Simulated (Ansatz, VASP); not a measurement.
**GdCu3 in VASP and in Ansatz**

Contents of INCAR:

```
SYSTEM = GdCu3
PREC = Accurate ; ENCUT = 600
EDIFF = 1E-6 ; ISMEAR = 0
SIGMA = 0.05 ; LREAL = .False.
LASPH = .True. ; NELM = 200
ALGO = Normal ; ISIF = 2
LWAVE = .False. ; LCHARG = .True.
ISPIN = 2 ; MAGMOM = 7 1 1 3
LORBIT = 11 ; LMAXMIX = 6
LDAU = .True. ; LDAUTYPE = 2
LDAUL = -1 2 ; LDAUU = 0 4
LDAUJ = 0 0 ; LDAUPRINT = 1
GGA = PS ; LELF = .True.
LVHAR = .True. ; NBANDS = 38
GGA_COMPAT = .False.
```

File KPOINTS:

```
regular mesh
0
Gamma
  8 8 8
  0 0 0
```

The input POSCAR:

```
GdCu3
1.0
    4.0361002085      0.0000000000      0.0000000000
    0.0000000000      4.0361002085      0.0000000000
    0.0000000000      0.0000000000      4.0361002085
Gd Cu
1 3
Direct
    0.0000000000      0.0000000000      0.0000000000
    0.0000000000      0.5000000000      0.5000000000
    0.5000000000      0.5000000000      0.0000000000
    0.5000000000      0.0000000000      0.5000000000
```

Input for Ansatz:

```yaml
crystal:
  lattice:
    - [4.0361002085, 0.0, 0.0]
    - [0.0, 4.0361002085, 0.0]
    - [0.0, 0.0, 4.0361002085]
  atoms:
    - { symbol: Gd, position: [0.0, 0.0, 0.0], spin: 7.0 }
    - { symbol: Cu, position: [0.0, 0.5, 0.5], spin: 1.0 }
    - { symbol: Cu, position: [0.5, 0.5, 0.0], spin: 1.0 }
    - { symbol: Cu, position: [0.5, 0.0, 0.5], spin: 3.0 }
basis:
  ecutwfc: 420
  ecutrho_ratio: 4
kpoints:
  mp_grid: { grid: [8, 8, 8] }
hamiltonian:
  xc: pbesol
  hubbard: { sites: [{ species: Cu, l: d, u_eff: 4.0 }], double_counting: fll }
scf:
  occupations: { method: gaussian, width: 0.05 }
  algorithm: density_mixing
output:
  forces: true
  stress: true
magnetization:
  spin_polarized: true
```

Alike in both runs: task single point; functional PBEsol; k mesh 8 × 8 × 8; occupations gaussian, width 0.05 eV; collinear spin; Hubbard terms Cu d U = 4.0 eV.

|  | VASP | Ansatz |
| --- | --- | --- |
| version | VASP 6.6.1 | Ansatz 0.2.0 |
| potentials or method | VASP PAW PBE potentials, release 64 (Gd, Cu), cutoff 600 eV | scalar-relativistic, plane waves, PAW |
| valence electrons in the cell | 51 | 75 |

```tsv
	VASP	Ansatz	Ansatz less VASP
pressure (GPa)	0.8	3.0	+2.15
net moment per atom (μB)	1.87	1.86	-0.005
size of the moment on the site where the two differ most (μB)	6.89	7.01	+0.125
```

VASP's potentials were made for PBE, not for PBEsol. Site moments also hang on the region over which each program counts them. The programs project onto different local orbitals, so the same U acts differently, and such runs can settle in different states. VASP's potentials hold 51 valence electrons a cell and Ansatz's 75, so a difference there can come from the potentials and not from the codes. Ansatz's warnings: filled band counts differ across k points, given moment on shells.

Neither program's run includes spin-orbit coupling.
